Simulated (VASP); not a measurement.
Input of a VASP 6.6.1 run:

Contents of INCAR:

```
PREC     = Accurate       # precision mode
ENCUT    = 520            # plane-wave cutoff, eV
EDIFF    = 1E-6           # SCF threshold, eV
ISMEAR   = -1             # smearing method
SIGMA    = 0.112          # smearing width, eV
LREAL    = Auto         
LASPH    = T              # aspherical terms in the spheres
NELM     = 100            # most SCF steps
ALGO     = Normal         # electronic algorithm
ISIF     = 2              # what is computed and relaxed
LWAVE    = F              # write WAVECAR
LCHARG   = T              # write CHGCAR
GGA      = PS             # functional
LELF     = T              # ELF
LVHAR    = T            
NBANDS   = 86             # bands
```

File KPOINTS:

```
Automatic mesh
0
Gamma
  4 4 4
```

File POSCAR:

```
GaN
1.0
    0.0000000000      4.4979050831      4.4979050831
    4.4979050831      0.0000000000      4.4979050831
    4.4979050831      4.4979050831      0.0000000000
Ga N
8 8
Direct
   -0.0046423834     -0.0089363824      0.0106309491
   -0.0013267288     -0.0205594601      0.5053533718
   -0.0077280421      0.4978497675      0.0122703790
   -0.0046921844      0.5071123018      0.4962610279
    0.5177310230     -0.0048851631     -0.0095424424
    0.5025965329     -0.0052372159      0.4956112810
    0.5002299867      0.5170711602     -0.0030076224
    0.5077756106      0.4991004609      0.5008795113
    0.1340305073      0.1264756569      0.1082445029
    0.1276756600      0.1132927420      0.6248955787
    0.1400514214      0.6248004233      0.1158152496
    0.1218070390      0.6062185506      0.6316406077
    0.6342007995      0.1241829229      0.1057799111
    0.6075441677      0.1291614628      0.6264820951
    0.6407386209      0.5993878150      0.1456670356
    0.6223253822      0.6093915833      0.6257898840
```

Potentials or basis: VASP PAW PBE potentials, release 64 (Ga_d, N).

Command:

```console
$ cat potpaw_PBE.64/Ga_d/POTCAR potpaw_PBE.64/N/POTCAR > POTCAR
$ mpirun -np 1 vasp_std > vasp.out
```

Q: Predict the largest force.

A: 2.776 eV/Å.

Q: Predict the band gap on the k mesh.

A: 1.45 eV.

Q: Estimate the pressure.

A: 1.3 GPa.

Forces in eV/Å, atoms in the order of the input:
```
Ga  -0.526 -0.508  1.750
Ga   0.455 -0.428  1.288
Ga  -1.802  1.138  1.129
Ga  -1.459  0.792 -0.985
Ga   0.570 -0.618 -1.246
Ga   0.113 -0.900 -0.231
Ga  -1.300  0.898 -0.672
Ga   0.026 -0.626 -2.325
N    0.420  1.236 -0.931
N    0.053 -0.610 -0.051
N    0.608 -0.182 -1.260
N    0.750  0.176  0.907
N    1.605  0.580 -0.303
N   -1.475  0.959  0.473
N    0.441 -2.684  0.554
N    1.520  0.780  1.902
```

Caveat: the atoms stand as in a frame of molecular dynamics; the structure was generated, so it needn't be the stable form of GaN; the PAW data sets were made with another functional, which shifts forces and pressure a little.
